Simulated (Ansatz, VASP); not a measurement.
## One calculation of Be, two programs

INCAR

```
ALGO = Normal
EDIFF = 1E-6
ENCUT = 520
ISIF = 2
ISMEAR = -1
LASPH = True
LCHARG = False
LREAL = False
LWAVE = False
NBANDS = 7
NELM = 60
PREC = Accurate
SIGMA = 0.05
```

The input KPOINTS:

```
k-points
0
Gamma
  21 21 21
```

Contents of POSCAR:

```
Be
1.0
    0.0000000000      1.1903256587      1.1903256587
    1.1903256587      0.0000000000      1.1903256587
    1.1903256587      1.1903256587      0.0000000000
Be
1
Direct
    0.0000000000      0.0000000000      0.0000000000
```

Input for Ansatz:

```yaml
crystal:
  lattice:
    - [0.0, 1.1903256587, 1.1903256587]
    - [1.1903256587, 0.0, 1.1903256587]
    - [1.1903256587, 1.1903256587, 0.0]
  atoms:
    - { symbol: Be, position: [0.0, 0.0, 0.0] }
kpoints:
  mp_grid: { grid: [21, 21, 21] }
scf:
  occupations: { method: fermi_dirac, width: 0.05 }
hamiltonian:
  xc: lda
  pseudopotentials: { kind: all_electron, datasets: crystal }
output:
  forces: true
  stress: true
  eigenvalues: true
```

Change from the starting cell: volume scaled by 0.45, crystal datasets.

Alike in both runs: task single point; functional LDA; k mesh 21 × 21 × 21; occupations fermi-dirac, width 0.05 eV; no spin polarisation.

```csv
,VASP,Ansatz
version,VASP 6.6.1,Ansatz 0.2.0
potentials or method,"VASP PAW LDA potentials, release 64 (Be), cutoff 520 eV","all-electron PAW with datasets made for the crystal, scalar-relativistic"
```

VASP gave:

| Property | Result |
| --- | --- |
| pressure (GPa) | 399.4 |

Question: Which values does Ansatz return?

Answer: Pressure (GPa): 394.3.

LDA's correlation is that of Perdew and Zunger in VASP and of Perdew and Wang (1992) in Ansatz. Both programs put the cell under a high pressure, so it lies far from rest at this level. Ansatz ran all-electron here, and VASP with PAW potentials. Ansatz's warnings: printed levels off.

Noted on VASP's run: the cell as given lies far from equilibrium.
